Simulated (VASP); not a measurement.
Input of a VASP 6.6.1 run:

The input INCAR:

```
ALGO     = Normal         # electronic algorithm
EDIFF    = 1E-6           # SCF threshold, eV
ENCUT    = 520            # plane-wave cutoff, eV
GGA      = RE             # functional
ISIF     = 2              # what is computed and relaxed
ISMEAR   = -1             # smearing method
LASPH    = True           # aspherical terms in the spheres
LCHARG   = False          # write CHGCAR
LREAL    = False          # projectors in reciprocal space
LWAVE    = False          # write WAVECAR
NBANDS   = 11             # bands
NELM     = 80             # most SCF steps
PREC     = Accurate       # precision mode
SIGMA    = 0.1            # smearing width, eV
```

Contents of KPOINTS:

```
k-points
0
Gamma
  10 10 10
```

POSCAR

```
Sr
1.0
   -2.4572592776      2.4572592776      2.4572592776
    2.4572592776     -2.4572592776      2.4572592776
    2.4572592776      2.4572592776     -2.4572592776
Sr
1
Direct
    0.0000000000      0.0000000000      0.0000000000
```

Potentials or basis: VASP PAW PBE potentials, release 64 (Sr_sv).

Run with:

```console
$ cat potpaw_PBE.64/Sr_sv/POTCAR > POTCAR
$ mpirun -np 1 vasp_std > vasp.out
```

Task: Predict the band gap on the k mesh.

Result: Zero (band 5 reaches 1.64 eV, above the bottom of band 6 at 1.37 eV).

Task: Predict the pressure.

Result: -0.4 GPa.

Caveat: the PAW data sets were made with another functional, which shifts forces and pressure a little.
